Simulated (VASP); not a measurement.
# KBr (Fm-3m) in VASP: single point with PBE

Aim: the single point of KBr with PBE.

Everything below comes from runs of VASP 6.6.1. Logs are shortened: lines on timing, memory, paths and dates and some standing lists are left out, and cuts for length are marked.

## 1. The cell of the first run

Symmetry: Fm-3m, No. 225, cubic system. The conventional cell has a = 6.567 Å, b = 6.567 Å, c = 6.567 Å, α = 90.00°, β = 90.00°, γ = 90.00°. Within 4.3 Å of K (site symmetry m-3m) lie 6 Br at 3.28 Å. Within 4.3 Å of Br (site symmetry m-3m) lie 6 K at 3.28 Å.

## 2. Single point, PBE (35.40 Å³/atom)

The input, INCAR:

```
PREC = Accurate ; ENCUT = 520
EDIFF = 1E-6 ; ISMEAR = 0
SIGMA = 0.02 ; LREAL = F
LASPH = T ; NELM = 100
ALGO = Normal ; ISIF = 2
LWAVE = F ; LCHARG = F
GGA = PE ; NBANDS = 15
```

The input, KPOINTS:

```
Automatic mesh
0
Gamma
  6 6 6
```

The input, POSCAR:

```
KBr
1.0
    0.0000000000      3.2834000000      3.2834000000
    3.2834000000      0.0000000000      3.2834000000
    3.2834000000      3.2834000000      0.0000000000
K Br
1 1
Direct
    0.0000000000      0.0000000000      0.0000000000
    0.5000000000      0.5000000000      0.5000000000
```

Potentials or basis: VASP PAW PBE potentials, release 64 (K_sv, Br).

Launch:

```
$ cat potpaw_PBE.64/K_sv/POTCAR potpaw_PBE.64/Br/POTCAR > POTCAR
$ mpirun -np 1 vasp_std > vasp.out
```

OUTCAR:

```text
PREC = Accurate
   ENCUT = 520
   EDIFF = 1E-6
   ISMEAR = 0
   LREAL = F
   LASPH = T
   NELM = 100
   ISIF = 2
   GGA = PE

 ion  position               nearest neighbor table
   1  0.000  0.000  0.000-   2 3.28   2 3.28   2 3.28   2 3.28   2 3.28   2 3.28
   2  0.500  0.500  0.500-   1 3.28   1 3.28   1 3.28   1 3.28   1 3.28   1 3.28

  LATTYP: Found a face centered cubic cell.
 ALAT       =     6.5668000000

  Lattice vectors:

 A1 = (   0.0000000000,   3.2834000000,   3.2834000000)
 A2 = (   3.2834000000,   0.0000000000,   3.2834000000)
 A3 = (   3.2834000000,   3.2834000000,   0.0000000000)

Analysis of symmetry for initial positions (statically):
=====================================================================
 Subroutine PRICEL returns:
 Original cell was already a primitive cell.

 Routine SETGRP: Setting up the symmetry group for a
 face centered cubic supercell.

 Subroutine GETGRP returns: Found 48 space group operations
 (whereof 48 operations were pure point group operations)
 out of a pool of 48 trial point group operations.

The static configuration has the point symmetry O_h .

Analysis of symmetry for dynamics (positions and initial velocities):
=====================================================================
 Subroutine PRICEL returns:
 Original cell was already a primitive cell.

 Routine SETGRP: Setting up the symmetry group for a
 face centered cubic supercell.

 Subroutine GETGRP returns: Found 48 space group operations
 (whereof 48 operations were pure point group operations)
 out of a pool of 48 trial point group operations.

The dynamic configuration has the point symmetry O_h .

 Subroutine INISYM returns: Found 48 space group operations
 (whereof 48 operations are pure point group operations),
 and found     1 'primitive' translations

----------------------------------------------------------------------------------------

                                     Primitive cell

  volume of cell :      70.7948

  direct lattice vectors                    reciprocal lattice vectors
     0.000000000  3.283400000  3.283400000    -0.152281172  0.152281172  0.152281172
     3.283400000  0.000000000  3.283400000     0.152281172 -0.152281172  0.152281172
     3.283400000  3.283400000  0.000000000     0.152281172  0.152281172 -0.152281172

  length of vectors
     4.643428811  4.643428811  4.643428811     0.263758727  0.263758727  0.263758727

  position of ions in fractional coordinates (direct lattice)
     0.000000000  0.000000000  0.000000000
     0.500000000  0.500000000  0.500000000

  ion indices of the primitive-cell ions
   primitive index   ion index
                 1           1
                 2           2

----------------------------------------------------------------------------------------

 KPOINTS: Automatic mesh

Automatic generation of k-mesh.
 Grid dimensions read from file:
 generate k-points for:    6    6    6

 Generating k-lattice:

  Cartesian coordinates                     Fractional coordinates (reciprocal lattice)
    -0.025380195  0.025380195  0.025380195     0.166666667  0.000000000  0.000000000
     0.025380195 -0.025380195  0.025380195     0.000000000  0.166666667  0.000000000
     0.025380195  0.025380195 -0.025380195     0.000000000  0.000000000  0.166666667

  Length of vectors
     0.043959788  0.043959788  0.043959788

  Shift w.r.t. Gamma in fractional coordinates (k-lattice)
     0.000000000  0.000000000  0.000000000

 Subroutine IBZKPT returns following result:
 ===========================================

 Found     16 irreducible k-points:

 Following reciprocal coordinates:
            Coordinates               Weight
  0.000000  0.000000  0.000000      1.000000
  0.166667  0.000000  0.000000      8.000000
  0.333333  0.000000  0.000000      8.000000
  0.500000  0.000000  0.000000      4.000000
  0.166667  0.166667  0.000000      6.000000
  0.333333  0.166667  0.000000     24.000000
[... 8 lines left out ...]
 -0.333333  0.333333  0.166667     24.000000
 -0.333333  0.500000  0.166667     12.000000
   k-points           NKPTS =     16   k-points in BZ     NKDIM =     16   number of bands    NBANDS=     15
   number of dos      NEDOS =    301   number of ions     NIONS =      2
   total plane-waves  NPLWV =  46656
   dimension x,y,z NGX =    36 NGY =   36 NGZ =   36
   dimension x,y,z NGXF=    72 NGYF=   72 NGZF=   72
   ions per type =               1   1
   NGX,Y,Z   is equivalent  to a cutoff of  12.89, 12.89, 12.89 a.u.
   NGXF,Y,Z  is equivalent  to a cutoff of  25.78, 25.78, 25.78 a.u.
 SYSTEM =  unknown system
   PREC   = accura    normal or accurate (medium, high low for compatibility)
   ISTART =      0    job   : 0-new  1-cont  2-samecut
   ICHARG =      2    charge: 1-file 2-atom 10-const
   ISPIN  =      1    spin polarized calculation?
   LNONCOLLINEAR =      F non collinear calculations
   LSORBIT =      F    spin-orbit coupling
   LASPH  =      T    aspherical Exc in radial PAW
   ENCUT  =  520.0 eV  38.22 Ry    6.18 a.u.   8.63  8.63  8.63*2*pi/ulx,y,z
   NELM   =    100;   NELMIN=  2; NELMDL= -5     # of ELM steps
   EDIFF  = 0.1E-05   stopping-criterion for ELM
   LREAL  =      F    real-space projection
[... 7 lines left out ...]
   TEBEG  =    0.0;   TEEND  =   0.0 temperature during run
   PSTRESS=    0.0 pullay stress
   NELECT =      16.0000    total number of electrons
   NUPDOWN=      -1.0000    fix difference up-down
   EMIN   =  10.00;   EMAX   =-10.00  energy-range for DOS
   EFERMI =   0.00;   METHOD = LEGACY
   ISMEAR =     0;   SIGMA  =   0.02  broadening in eV -4-tet -1-fermi 0-gaus
   EFERMI_NEDOS =   21; number of points for ismear=-14 and -15
   IALGO  =     38    algorithm
   IMIX   =      4    mixing-type and parameters
     AMIX     =   0.40;   BMIX     =  1.00
     AMIX_MAG =   1.60;   BMIX_MAG =  1.00
  volume/ion in A,a.u.               =      35.40       238.87
  Fermi-wavevector in a.u.,A,eV,Ry     =   0.997197  1.884429 13.529663  0.994402
  Thomas-Fermi vector in A             =   2.129337
   LORBIT       =      0    0 simple, 1 ext, 2 COOP (PROOUT), +10 PAW based schemes
   GGA     = PE    functional components
   LHFCALC =     F    Hartree Fock is set to
   AEXX    =    0.0000 exact exchange contribution
   IVDW    =     0    specifies the selected vdW correction
   LEPSILON=     F    determine dielectric tensor
   LRPA    =     F    only Hartree local field effects (RPA)
 non-spin polarized calculation
 Gauss-broadening in eV      SIGMA  =   0.02
  energy-cutoff  :      520.00
  volume of cell :       70.79
 maximum number of plane-waves:      1932
 NGX is ok and might be reduce to    36
   NGX = 17   NGY = 17   NGZ = 17

 number of electron      15.9999999 magnetization

 Free energy of the ion-electron system (eV)
  ---------------------------------------------------
  ext. energy  EPLUGINS =         0.00000000
  ---------------------------------------------------
  free energy    TOTEN  =        -6.20900820 eV

  energy without entropy =       -6.20900820  energy(sigma->0) =       -6.20900820

 E-fermi :  -1.5137     XC(G=0):  -7.4313

 val. band max:       -1.6798398944   @ k =   0.0000   0.0000   0.0000
 cond. band min:       2.7950871809   @ k =   0.0000   0.0000   0.0000
 fundamental gap:      4.4749270753
 Fermi energy:        -1.5136571659

 k-point     1 :       0.0000    0.0000    0.0000
  band No.  band energies     occupation
      1     -29.4290      2.00000
      2     -13.9908      2.00000
      3     -12.9075      2.00000
      4     -12.9075      2.00000
      5     -12.9075      2.00000
      6      -1.6798      2.00000
      7      -1.6798      2.00000
      8      -1.6798      2.00000
      9       2.7951      0.00000
     10       5.9270      0.00000
     11       5.9270      0.00000
     12       5.9270      0.00000
     13       6.7598      0.00000
     14       6.7598      0.00000
     15       9.9615      0.00000

 k-point     2 :       0.1667    0.0000    0.0000
  band No.  band energies     occupation
      1     -29.4274      2.00000
      2     -14.0432      2.00000
      3     -12.9090      2.00000
      4     -12.9090      2.00000
      5     -12.8368      2.00000
      6      -2.0552      2.00000
      7      -1.7718      2.00000
      8      -1.7718      2.00000
      9       3.4606      0.00000
     10       5.7911      0.00000
     11       6.2564      0.00000
     12       6.2564      0.00000
     13       7.1271      0.00000
     14       7.1271      0.00000
     15      10.8618      0.00000

 k-point     3 :       0.3333    0.0000    0.0000
  band No.  band energies     occupation
      1     -29.4244      2.00000
      2     -14.1330      2.00000
      3     -12.9119      2.00000
      4     -12.9118      2.00000
      5     -12.7093      2.00000
      6      -2.6426      2.00000
      7      -1.9441      2.00000
      8      -1.9441      2.00000
      9       4.5645      0.00000
     10       6.0753      0.00000
     11       7.1382      0.00000
     12       7.1382      0.00000
     13       8.0514      0.00000
     14       8.0514      0.00000
     15       9.9042      0.00000
[... 199 lines left out ...]
 k-point    15 :      -0.3333    0.3333    0.1667
  band No.  band energies     occupation
      1     -29.4215      2.00000
      2     -14.0407      2.00000
      3     -12.9595      2.00000
      4     -12.9455      2.00000
      5     -12.7762      2.00000
      6      -2.5269      2.00000
      7      -2.2203      2.00000
      8      -2.0877      2.00000
      9       5.5524      0.00000
     10       5.9299      0.00000
     11       6.9373      0.00000
     12       7.5365      0.00000
     13       8.6993      0.00000
     14       9.0238      0.00000
     15       9.4341      0.00000

 k-point    16 :      -0.3333    0.5000    0.1667
  band No.  band energies     occupation
      1     -29.4211      2.00000
      2     -13.9654      2.00000
      3     -12.9892      2.00000
      4     -12.9602      2.00000
      5     -12.8406      2.00000
      6      -2.4019      2.00000
      7      -2.1694      2.00000
      8      -2.1377      2.00000
      9       4.9142      0.00000
     10       6.3046      0.00000
     11       6.6555      0.00000
     12       7.6200      0.00000
     13       8.3614      0.00000
     14       9.1635      0.00000
     15       9.7152      0.00000

------------------------ aborting loop because EDIFF is reached ----------------------------------------

  FORCE on cell =-STRESS in cart. coord.  units (eV):
  Direction    XX          YY          ZZ          XY          YZ          ZX
  --------------------------------------------------------------------------------------
  -------------------------------------------------------------------------------------
  Total        0.4515431      0.4515431      0.4515431      0.0000000     -0.0000000     -0.0000000
  in kB       10.2190011     10.2190011     10.2190011      0.0000000     -0.0000000     -0.0000000
  external PRESSURE =      10.2190011 kB  Pullay stress =       0.0000000 kB

 VOLUME and BASIS-vectors are now :
 -----------------------------------------------------------------------------
  energy-cutoff  :      520.00
  volume of cell :       70.79
      direct lattice vectors                 reciprocal lattice vectors
     0.000000000  3.283400000  3.283400000    -0.152281172  0.152281172  0.152281172
     3.283400000  0.000000000  3.283400000     0.152281172 -0.152281172  0.152281172
     3.283400000  3.283400000  0.000000000     0.152281172  0.152281172 -0.152281172

 POSITION                                       TOTAL-FORCE (eV/Angst)
 -----------------------------------------------------------------------------------
      0.00000      0.00000      0.00000        -0.000000      0.000000      0.000000
      3.28340      3.28340      3.28340         0.000000     -0.000000     -0.000000
 -----------------------------------------------------------------------------------
    total drift:                                0.000000      0.000000      0.000000

  FREE ENERGIE OF THE ION-ELECTRON SYSTEM (eV)
  ---------------------------------------------------
  free  energy   TOTEN  =        -6.2090082036 eV

  energy  without entropy=       -6.2090082036  energy(sigma->0) =       -6.20900820
```

Run time: 12 s. Hardware: 1 thread of AMD EPYC 9R45 (Zen 5), shared host; peak memory 0.17 GiB.

What came out:

* Free energy: -6.2090 eV
* Pressure: 1.0 GPa
* Band gap on the k mesh: 4.47 eV

Levels at points of the mesh, in eV from the valence-band top:
```tsv
k point	band 6	band 7	band 8	band 9	band 10	band 11
(0.00, 0.00, 0.00)	0.00	0.00	0.00	4.47	7.61	7.61
(0.50, 0.00, 0.00)	-1.21	-0.35	-0.35	6.62	8.29	9.80
(0.50, 0.50, 0.00)	-0.83	-0.29	-0.29	5.85	7.25	9.39
```
